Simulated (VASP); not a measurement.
Runs of VASP 6.6.1 on Pb. The structure is that of space group Fd-3m (No. 227), or close to it. The cells are those of the table. This isn't the form of Pb at room conditions, which is fcc.

```csv
cell,gap on the mesh (eV),pressure (GPa)
"a = 4.978 Å, angles 60.0°, 2 atoms",none,(a)
"a = 5.186 Å, angles 60.0°, 2 atoms",none,(b)
"a = 5.049 Å, angles 60.0°, 2 atoms",none,1.0
"a = 4.905 Å, angles 60.0°, 2 atoms",none,3.6
"a = 5.251 Å, angles 60.0°, 2 atoms",none,-1.3
```

Alike in all rows: task single point; level BLYP; potentials or basis VASP PAW PBE potentials, release 64 (Pb_d); no spin polarisation; k mesh 9 × 9 × 9; cutoff (eV) 520; smearing fermi-dirac 0.1 eV.

Question: Estimate the missing entries.

Answer: (a) 2.2; (b) -0.7.

Caveats: the PAW data sets were made with another functional, which shifts forces and pressure a little; spin-orbit coupling is left out, which moves the levels of the heavy elements; the cell stands under pressure (at least some runs).

A k mesh can miss the band edges, and the runs leave out spin-orbit coupling on Pb.

A gap of «none» marks levels without a gap at the run's occupations.
